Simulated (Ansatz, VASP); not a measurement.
One calculation of Ta4C3, two programs

Contents of INCAR:

```
PREC     = Accurate       # precision mode
ENCUT    = 520            # plane-wave cutoff, eV
EDIFF    = 1E-6           # SCF threshold, eV
ISMEAR   = 0              # smearing method
SIGMA    = 0.15           # smearing width, eV
LREAL    = F              # projectors in reciprocal space
LASPH    = T              # aspherical terms in the spheres
NELM     = 100            # most SCF steps
ALGO     = Normal         # electronic algorithm
ISIF     = 2              # what is computed and relaxed
LWAVE    = F              # write WAVECAR
LCHARG   = T              # write CHGCAR
GGA      = PS             # functional
LELF     = T              # ELF
LVHAR    = T            
NBANDS   = 37             # bands
```

KPOINTS

```
Automatic mesh
0
Gamma
  10 10 10
```

POSCAR

```
Ta4C3
1.0
    4.4026022057      0.0000000000      0.0000000000
    0.0000000000      4.4026022057      0.0000000000
    0.0000000000      0.0000000000      4.4026022057
Ta C
4 3
Direct
   -0.0204424556      0.5000000000      0.5000000000
    0.5053816421      0.0000000000      0.5000000000
    0.5053816421      0.5000000000      0.0000000000
    0.0087834596      0.0000000000      0.0000000000
    0.5039215033      0.0000000000      0.0000000000
    0.0047862775      0.5000000000      0.0000000000
    0.0047862775      0.0000000000      0.5000000000
```

Input for Ansatz:

```yaml
crystal:
  lattice:
    - [4.4026022057, 0.0, 0.0]
    - [0.0, 4.4026022057, 0.0]
    - [0.0, 0.0, 4.4026022057]
  atoms:
    - { symbol: Ta, position: [-0.0204424556, 0.5, 0.5] }
    - { symbol: Ta, position: [0.5053816421, 0.0, 0.5] }
    - { symbol: Ta, position: [0.5053816421, 0.5, 0.0] }
    - { symbol: Ta, position: [0.0087834596, 0.0, 0.0] }
    - { symbol: C, position: [0.5039215033, 0.0, 0.0] }
    - { symbol: C, position: [0.0047862775, 0.5, 0.0] }
    - { symbol: C, position: [0.0047862775, 0.0, 0.5] }
basis:
  ecutwfc: 420
kpoints:
  mp_grid: { grid: [10, 10, 10] }
hamiltonian:
  xc: pbesol
scf:
  occupations: { method: gaussian, width: 0.15 }
output:
  forces: true
  stress: true
  eigenvalues: true
  write_density: true
  write_potential: true
  elf: true
  volumetric_format: npy
```

Change from the starting cell: mode 4 (110.7 1/cm) frozen in, largest displacement +0.090 Å.

Alike in both runs: task single point; functional PBEsol; k mesh 10 × 10 × 10; occupations gaussian, width 0.15 eV; no spin polarisation.

|  | VASP | Ansatz |
| --- | --- | --- |
| version | VASP 6.6.1 | Ansatz 0.2.0 |
| potentials or method | VASP PAW PBE potentials, release 64 (Ta_pv, C), cutoff 520 eV | scalar-relativistic, plane waves, PAW |
| valence electrons in the cell | 56 | 64 |

VASP gave:

| Property | Result |
| --- | --- |
| gap on the k mesh at the Fermi level (eV) | none |
| pressure (GPa) | 1.0 |
| traceless stress, the component that is largest in VASP (GPa) | -0.17 |
| rms of the force components (eV/Å) | 0.177 |

Q: Which values does Ansatz return?

A: gap on the k mesh at the Fermi level (eV): none; pressure (GPa): 0.3; traceless stress, the component that is largest in VASP (GPa): -0.17; rms of the force components (eV/Å): 0.178.

VASP's potentials were made for PBE, not for PBEsol. Atom by atom the forces differ by 0.002 eV/Å (rms over components). A gap of «none» marks a metal or a gap that the smearing closes. With one functional, cell and mesh, what is left measures potentials, basis and numerics. VASP's potentials hold 56 valence electrons a cell and Ansatz's 64, so a difference there can come from the potentials and not from the codes.

Neither program's run includes spin-orbit coupling.
